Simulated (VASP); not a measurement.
Al2Pt, 6 atoms in the cell. The structure is tetragonal, space group I4/mcm (No. 140). Conventional cell: a = 6.043 Å, b = 6.043 Å, c = 5.275 Å, α = 90.00°, β = 90.00°, γ = 90.00°. Within 3.5 Å of Al (site symmetry m2m) lie 4 Pt at 2.62 Å and 11 Al at 2.75 to 3.28 Å. Within 3.5 Å of Pt (site symmetry 422) lie 8 Al at 2.62 Å and 2 Pt at 2.64 Å. 

| Item | Value |
| --- | --- |
| Program | VASP 6.6.1 |
| Task | single point |
| Functional | r2SCAN |
| Potentials or basis | VASP PAW PBE potentials, release 64 (Al, Pt) |
| Cutoff | 520 eV |
| k mesh | 10 × 10 × 10 |
| Occupations | gaussian, width 0.1 eV |
| Spin | no spin polarisation |
| Dipole correction | no |
| Further INCAR settings | ALGO = Normal; EDIFF = 1e-07; NBANDS = 25 |

Potentials or basis: VASP PAW PBE potentials, release 64 (Al, Pt).

Launch:

```sh
$ cat potpaw_PBE.64/Al/POTCAR potpaw_PBE.64/Pt/POTCAR > POTCAR
$ cp INCAR.step1 INCAR
$ mpirun -np 1 vasp_std > vasp.out
$ cp INCAR.step2 INCAR
$ mpirun -np 1 vasp_std > vasp.out
```

Hardware: 1 thread of Intel(R) Xeon(R) Platinum 8259CL CPU @ 2.50GHz (Skylake/Cascade Lake), with other jobs on the host.

Task: Estimate the wall time of this run.

Result: Wall time 24 min on 1 thread of Intel(R) Xeon(R) Platinum 8259CL CPU @ 2.50GHz (Skylake/Cascade Lake), on a shared host, peak memory 0.4 GiB. Counts: k points 102.
